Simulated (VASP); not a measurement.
# Hf (P6/mmm) in VASP: a series of runs

Runs on Hf. Level: r2SCAN+rVV10. Tasks: single point.

Everything below comes from runs of VASP 6.6.1. Logs are shortened: lines on timing, memory, paths and dates and some standing lists are left out, and cuts for length are marked.

### Step 1. The cell of the first run

Symmetry: P6/mmm, No. 191, hexagonal system. The conventional cell has a = 4.639 Å, b = 4.639 Å, c = 2.902 Å, α = 90.00°, β = 90.00°, γ = 120.00°. Within 3.5 Å of Hf (site symmetry -6m2) lie 11 Hf at 2.68 to 3.05 Å. Hf (site symmetry 6/mmm) has 14 Hf at 2.90 to 3.05 Å within 3.8 Å.

This isn't the form of Hf at room conditions, which is hcp.

### Step 2. Single point, r2SCAN+rVV10

POSCAR

```
Hf
1.0
    4.6387390083      0.0000000000      0.0000000000
   -2.3193695042      4.0172658227      0.0000000000
    0.0000000000      0.0000000000      2.9018288612
Hf
3
Direct
    0.6666666667      0.3333333333      0.5000000000
    0.3333333333      0.6666666667      0.5000000000
    0.0000000000      0.0000000000      0.0000000000
```

INCAR.step1

```
SYSTEM = Hf
  PREC = Accurate
  ENCUT = 550
  ISMEAR = 0
  SIGMA = 0.1
  LREAL = .FALSE.
  LASPH = .TRUE.
  NELM = 120
  NBANDS = 22
  GGA = PE
  ALGO = Normal
  EDIFF = 1E-5
  LWAVE = .TRUE.
  LCHARG = .FALSE.
  GGA_COMPAT = .FALSE.
```

INCAR.step2

```
SYSTEM = Hf
  PREC = Accurate
  ENCUT = 550
  EDIFF = 1E-6
  ISMEAR = 0
  SIGMA = 0.1
  LREAL = .FALSE.
  LASPH = .TRUE.
  NELM = 120
  ALGO = Normal
  ISIF = 2
  LWAVE = .FALSE.
  LCHARG = .FALSE.
  METAGGA = R2SCAN
  LMIXTAU = .TRUE.
  LUSE_VDW = .TRUE.
  IVDW_NL = 2
  BPARAM = 11.95
  CPARAM = 0.0093
  NBANDS = 22
  ISTART = 1
  GGA_COMPAT = .FALSE.
```

KPOINTS

```
regular mesh
0
G
  12 12 14
  0 0 0
```

Potentials or basis: VASP PAW PBE potentials, release 64 (Hf_pv).

Command:

```bash
cat potpaw_PBE.64/Hf_pv/POTCAR > POTCAR
cp INCAR.step1 INCAR
mpirun -np 1 vasp_std > vasp.out
cp INCAR.step2 INCAR
mpirun -np 1 vasp_std > vasp.out
```

OUTCAR:

```text
SYSTEM = Hf
   PREC = Accurate
   ENCUT = 550
   EDIFF = 1E-6
   ISMEAR = 0
   LREAL = .FALSE.
   LASPH = .TRUE.
   NELM = 120
   ISIF = 2
   METAGGA = R2SCAN
   IVDW_NL = 2
   BPARAM = 11.95
   ISTART = 1

 ion  position               nearest neighbor table
   1  0.667  0.333  0.500-   2 2.68   2 2.68   2 2.68   3 3.05   3 3.05   3 3.05   3 3.05   3 3.05
                             3 3.05
   2  0.333  0.667  0.500-   1 2.68   1 2.68   1 2.68   3 3.05   3 3.05   3 3.05   3 3.05   3 3.05
                             3 3.05
   3  0.000  0.000  0.000-   1 3.05   2 3.05   1 3.05   2 3.05   1 3.05   1 3.05   2 3.05   2 3.05
                             1 3.05   1 3.05   2 3.05   2 3.05

  LATTYP: Found a hexagonal cell.
 ALAT       =     4.6387390083
 C/A-ratio  =     0.6255641578

  Lattice vectors:

 A1 = (   4.6387390083,   0.0000000000,   0.0000000000)
 A2 = (  -2.3193695042,   4.0172658227,   0.0000000000)
 A3 = (   0.0000000000,   0.0000000000,   2.9018288612)

Analysis of symmetry for initial positions (statically):
=====================================================================
 Subroutine PRICEL returns:
 Original cell was already a primitive cell.

 Routine SETGRP: Setting up the symmetry group for a
 hexagonal supercell.

 Subroutine GETGRP returns: Found 24 space group operations
 (whereof 24 operations were pure point group operations)
 out of a pool of 24 trial point group operations.

The static configuration has the point symmetry D_6h.

Analysis of symmetry for dynamics (positions and initial velocities):
=====================================================================
 Subroutine PRICEL returns:
 Original cell was already a primitive cell.

 Routine SETGRP: Setting up the symmetry group for a
 hexagonal supercell.

 Subroutine GETGRP returns: Found 24 space group operations
 (whereof 24 operations were pure point group operations)
 out of a pool of 24 trial point group operations.

The dynamic configuration has the point symmetry D_6h.

 Subroutine INISYM returns: Found 24 space group operations
 (whereof 24 operations are pure point group operations),
 and found     1 'primitive' translations

----------------------------------------------------------------------------------------

                                     Primitive cell

  volume of cell :      54.0757

  direct lattice vectors                    reciprocal lattice vectors
     4.638739008  0.000000000  0.000000000     0.215575827  0.124462762  0.000000000
    -2.319369504  4.017265823  0.000000000     0.000000000  0.248925524  0.000000000
[... 85 lines left out ...]
   ENCUT  =  550.0 eV  40.42 Ry    6.36 a.u.   8.87  8.87  5.55*2*pi/ulx,y,z
   NELM   =    120;   NELMIN=  2; NELMDL=  0     # of ELM steps
   EDIFF  = 0.1E-05   stopping-criterion for ELM
   LREAL  =      F    real-space projection
   EDIFFG = 0.1E-04   stopping-criterion for IOM
   NSW    =      0    number of steps for IOM
   IBRION =     -1    ionic relax: 0-MD 1-quasi-New 2-CG
   NFREE  =      0    steps in history (QN), initial steepest desc. (CG)
   ISIF   =      2    stress and relaxation
   ISYM   =      2    0-nonsym 1-usesym 2-fastsym
   POTIM  = 0.5000    time-step for ionic-motion
   TEBEG  =    0.0;   TEEND  =   0.0 temperature during run
   PSTRESS=    0.0 pullay stress
   NELECT =      30.0000    total number of electrons
   NUPDOWN=      -1.0000    fix difference up-down
   EMIN   =  10.00;   EMAX   =-10.00  energy-range for DOS
   EFERMI =   0.00;   METHOD = LEGACY
   ISMEAR =     0;   SIGMA  =   0.10  broadening in eV -4-tet -1-fermi 0-gaus
   EFERMI_NEDOS =   21; number of points for ismear=-14 and -15
   IALGO  =     38    algorithm
   IMIX   =      4    mixing-type and parameters
     AMIX     =   0.40;   BMIX     =  1.00
     AMIX_MAG =   1.60;   BMIX_MAG =  1.00
  volume/ion in A,a.u.               =      18.03       121.64
  Fermi-wavevector in a.u.,A,eV,Ry     =   1.345182  2.542026 24.619952  1.809515
  Thomas-Fermi vector in A             =   2.473116
   LORBIT       =      0    0 simple, 1 ext, 2 COOP (PROOUT), +10 PAW based schemes
   METAGGA = R2SCAN    functional components
   LHFCALC =     F    Hartree Fock is set to
   AEXX    =    0.0000 exact exchange contribution
   IVDW_NL    =     2    kernel type
   BPARAM     =11.9500
   IVDW    =     0    specifies the selected vdW correction
   LEPSILON=     F    determine dielectric tensor
   LRPA    =     F    only Hartree local field effects (RPA)
 non-spin polarized calculation
 Gauss-broadening in eV      SIGMA  =   0.10
  energy-cutoff  :      550.00
  volume of cell :       54.08
 maximum number of plane-waves:      1607
 NGX is ok and might be reduce to    36
   NGX = 17   NGY = 17   NGZ = 11

 number of electron      30.0000002 magnetization

 Free energy of the ion-electron system (eV)
  ---------------------------------------------------
  ext. energy  EPLUGINS =         0.00000000
  ---------------------------------------------------
  free energy    TOTEN  =      -133.89965506 eV

  energy without entropy =     -133.89036654  energy(sigma->0) =     -133.89501080

 E-fermi :   6.2426     XC(G=0): -13.3189

 val. band max:        6.2322460514   @ k =   0.4167   0.1667   0.2143
 cond. band min:       6.2446172545   @ k =   0.4167   0.1667   0.4286
 fundamental gap:      0.0123712031
 Fermi energy:         6.2426113660

 k-point     1 :       0.0000    0.0000    0.0000
  band No.  band energies     occupation
      1     -25.5239      2.00000
      2     -25.5239      2.00000
      3     -25.2755      2.00000
      4     -25.2755      2.00000
      5     -24.6231      2.00000
      6     -24.2195      2.00000
[... 589 lines left out ...]
     21      10.3958      0.00000
     22      11.4192      0.00000

 [... further k-points ...]
[... 5 lines left out ...]
  --------------------------------------------------------------------------------------
  -------------------------------------------------------------------------------------
  Total       10.2427717     10.2427717     10.2805951     -0.0000000      0.0000000      0.0000000
  in kB      303.4769932    303.4769932    304.5976387     -0.0000000      0.0000000      0.0000000
  external PRESSURE =     303.8505417 kB  Pullay stress =       0.0000000 kB

 VOLUME and BASIS-vectors are now :
 -----------------------------------------------------------------------------
  energy-cutoff  :      550.00
  volume of cell :       54.08
      direct lattice vectors                 reciprocal lattice vectors
     4.638739008  0.000000000  0.000000000     0.215575827  0.124462762  0.000000000
    -2.319369504  4.017265823  0.000000000     0.000000000  0.248925524  0.000000000
     0.000000000  0.000000000  2.901828861     0.000000000  0.000000000  0.344610261

 POSITION                                       TOTAL-FORCE (eV/Angst)
 -----------------------------------------------------------------------------------
      2.31937      1.33909      1.45091         0.000000     -0.000000      0.000000
     -0.00000      2.67818      1.45091        -0.000000      0.000000     -0.000000
      0.00000      0.00000      0.00000         0.000000      0.000000      0.000000
 -----------------------------------------------------------------------------------
    total drift:                                0.000000      0.000000     -0.000000

  FREE ENERGIE OF THE ION-ELECTRON SYSTEM (eV)
  ---------------------------------------------------
  free  energy   TOTEN  =      -133.8996550644 eV

  energy  without entropy=     -133.8903665411  energy(sigma->0) =     -133.89501080
```

OUTCAR.step1:

```text
SYSTEM = Hf
   PREC = Accurate
   ENCUT = 550
   ISMEAR = 0
   LREAL = .FALSE.
   LASPH = .TRUE.
   NELM = 120
[... 828 lines left out ...]
      2.31937      1.33909      1.45091        -0.000000      0.000000      0.000000
     -0.00000      2.67818      1.45091         0.000000      0.000000     -0.000000
      0.00000      0.00000      0.00000         0.000000      0.000000      0.000000
 -----------------------------------------------------------------------------------
    total drift:                                0.000000      0.000000     -0.000000

  FREE ENERGIE OF THE ION-ELECTRON SYSTEM (eV)
  ---------------------------------------------------
  free  energy   TOTEN  =       -28.5412760054 eV

  energy  without entropy=      -28.5306790002  energy(sigma->0) =      -28.53597750
```

It took 20 min on 1 thread of Oxide Virtual Turin-like, shared host; peak memory 0.38 GiB.

What came out:

```
Free energy            : -133.8997 eV
Pressure               : 30.4 GPa
Band gap on the k mesh : zero (bands 15 and 16 overlap by 1.14 eV)
```

Levels at points of the mesh, in eV from the Fermi level:
| k point | band 11 | band 12 | band 13 | band 14 | band 15 | band 16 | band 17 | band 18 | band 19 | band 20 |
| --- | --- | --- | --- | --- | --- | --- | --- | --- | --- | --- |
| (0.00, 0.00, 0.00) | -3.42 | -0.71 | -0.71 | -0.65 | -0.65 | -0.50 | 1.50 | 2.66 | 2.66 | 3.44 |
| (0.50, 0.00, 0.00) | -4.80 | -4.39 | -0.84 | -0.70 | -0.57 | 0.04 | 1.16 | 1.72 | 1.91 | 3.64 |
| (0.00, 0.00, 0.50) | -3.65 | -3.35 | -2.70 | -2.70 | -2.22 | 1.63 | 1.63 | 2.79 | 2.79 | 6.78 |
| (0.50, 0.00, 0.50) | -3.51 | -2.87 | -2.14 | -1.14 | -0.83 | 0.50 | 1.33 | 1.38 | 2.37 | 4.44 |

Caveat: the cell stands under pressure; the PAW data sets were made with another functional, which shifts forces and pressure a little; spin-orbit coupling is left out, which moves the levels of the heavy elements.

### Step 3. Single point, r2SCAN+rVV10

This run uses another cell than the first one, of 19.92 Å³/atom.

POSCAR

```
Hf
1.0
    4.8008379567      0.0000000000      0.0000000000
   -2.4004189784      4.1576476300      0.0000000000
    0.0000000000      0.0000000000      2.9935592992
Hf
3
Direct
    0.6666666667      0.3333333333      0.5000000000
    0.3333333333      0.6666666667      0.5000000000
    0.0000000000      0.0000000000      0.0000000000
```

INCAR.step1

```
ALGO = Normal ; EDIFF = 1E-5
ENCUT = 550 ; GGA = PE
GGA_COMPAT = F ; ISMEAR = 0
LASPH = T ; LCHARG = F
LREAL = F ; LWAVE = T
NBANDS = 22 ; NELM = 120
PREC = Accurate ; SIGMA = 0.1
```

INCAR.step2

```
ALGO = Normal ; BPARAM = 11.95
CPARAM = 0.0093 ; EDIFF = 1E-6
ENCUT = 550 ; GGA_COMPAT = F
ISIF = 2 ; ISMEAR = 0
ISTART = 1 ; IVDW_NL = 2
LASPH = T ; LCHARG = F
LMIXTAU = T ; LREAL = F
LUSE_VDW = T ; LWAVE = F
METAGGA = R2SCAN ; NBANDS = 22
NELM = 120 ; PREC = Accurate
SIGMA = 0.1
```

KPOINTS

```
k-points
0
Gamma
  12 12 14
```

Potentials or basis: VASP PAW PBE potentials, release 64 (Hf_pv).

Command:

```bash
cat potpaw_PBE.64/Hf_pv/POTCAR > POTCAR
cp INCAR.step1 INCAR
mpirun -np 1 vasp_std > vasp.out
cp INCAR.step2 INCAR
mpirun -np 1 vasp_std > vasp.out
```

OUTCAR:

```text
BPARAM = 11.95
   EDIFF = 1E-6
   ENCUT = 550
   ISIF = 2
   ISMEAR = 0
   ISTART = 1
   IVDW_NL = 2
   LASPH = T
   LREAL = F
   METAGGA = R2SCAN
   NELM = 120
   PREC = Accurate

 ion  position               nearest neighbor table
   1  0.667  0.333  0.500-   2 2.77   2 2.77   2 2.77   3 3.15   3 3.15   3 3.15   3 3.15   3 3.15
                             3 3.15
   2  0.333  0.667  0.500-   1 2.77   1 2.77   1 2.77   3 3.15   3 3.15   3 3.15   3 3.15   3 3.15
                             3 3.15
[... 803 lines left out ...]
  FORCE on cell =-STRESS in cart. coord.  units (eV):
  Direction    XX          YY          ZZ          XY          YZ          ZX
  --------------------------------------------------------------------------------------
  -------------------------------------------------------------------------------------
  Total        4.5326562      4.5326562      4.5230762     -0.0000000     -0.0000000      0.0000000
  in kB      121.5376321    121.5376321    121.2807551     -0.0000000     -0.0000000      0.0000000
  external PRESSURE =     121.4520064 kB  Pullay stress =       0.0000000 kB

 VOLUME and BASIS-vectors are now :
 -----------------------------------------------------------------------------
  energy-cutoff  :      550.00
  volume of cell :       59.75
      direct lattice vectors                 reciprocal lattice vectors
     4.800837957  0.000000000  0.000000000     0.208296970  0.120260312  0.000000000
    -2.400418978  4.157647630  0.000000000     0.000000000  0.240520623  0.000000000
     0.000000000  0.000000000  2.993559299     0.000000000  0.000000000  0.334050506

 POSITION                                       TOTAL-FORCE (eV/Angst)
 -----------------------------------------------------------------------------------
      2.40042      1.38588      1.49678         0.000000      0.000000      0.000000
     -0.00000      2.77177      1.49678        -0.000000      0.000000     -0.000000
      0.00000      0.00000      0.00000         0.000000      0.000000      0.000000
 -----------------------------------------------------------------------------------
    total drift:                                0.000000     -0.000000      0.000000

  FREE ENERGIE OF THE ION-ELECTRON SYSTEM (eV)
  ---------------------------------------------------
  free  energy   TOTEN  =      -134.6324456103 eV

  energy  without entropy=     -134.6228021521  energy(sigma->0) =     -134.62762388
```

OSZICAR.step1:

```text
N       E                     dE             d eps       ncg     rms          rms(c)
DAV:   1     0.103523988663E+03    0.10352E+03   -0.17073E+04  6720   0.137E+03
DAV:   2    -0.248342774069E+02   -0.12836E+03   -0.12151E+03  7772   0.315E+02
DAV:   3    -0.302293476156E+02   -0.53951E+01   -0.51068E+01  9098   0.402E+01
DAV:   4    -0.303136113295E+02   -0.84264E-01   -0.84061E-01  7734   0.500E+00
DAV:   5    -0.303150760147E+02   -0.14647E-02   -0.14644E-02  8660   0.578E-01    0.856E+01
DAV:   6    -0.296151358223E+02    0.69994E+00   -0.60431E-01  7492   0.534E+00    0.505E+01
DAV:   7    -0.293731520114E+02    0.24198E+00   -0.10700E+00  7300   0.635E+00    0.259E+00
DAV:   8    -0.293639802081E+02    0.91718E-02   -0.71813E-02  8622   0.170E+00    0.217E+00
DAV:   9    -0.293597126305E+02    0.42676E-02   -0.21945E-02  7850   0.112E+00    0.915E-01
DAV:  10    -0.293597145653E+02   -0.19347E-05   -0.22673E-03  8128   0.303E-01    0.172E-01
DAV:  11    -0.293597153432E+02   -0.77789E-06   -0.54317E-05  8296   0.557E-02
   1 F= -.29359715E+02 E0= -.29353880E+02  d E =-.116705E-01
```

It took 23 min on 1 thread of Oxide Virtual Turin-like, shared host; peak memory 0.43 GiB.

Results:

* Free energy: -134.6324 eV
* Pressure: 12.1 GPa
* Band gap on the k mesh: zero (bands 15 and 16 overlap by 0.91 eV)

Levels at points of the mesh, in eV from the Fermi level:
```csv
k point,band 11,band 12,band 13,band 14,band 15,band 16,band 17,band 18,band 19,band 20
"(0.00, 0.00, 0.00)",-2.97,-0.79,-0.79,-0.71,-0.71,-0.52,1.42,2.52,2.52,3.29
"(0.50, 0.00, 0.00)",-4.83,-4.02,-0.64,-0.49,-0.44,0.14,1.08,1.31,1.76,3.43
"(0.00, 0.00, 0.50)",-3.11,-3.11,-2.37,-2.36,-2.36,1.54,1.54,2.48,2.48,6.17
"(0.50, 0.00, 0.50)",-3.30,-2.49,-1.79,-0.99,-0.89,0.63,0.85,1.27,2.06,4.05
```

Caveat: the cell stands under pressure; the PAW data sets were made with another functional, which shifts forces and pressure a little; spin-orbit coupling is left out, which moves the levels of the heavy elements.

The gap in the log of VASP goes by the Fermi energy; the results here count the filled bands.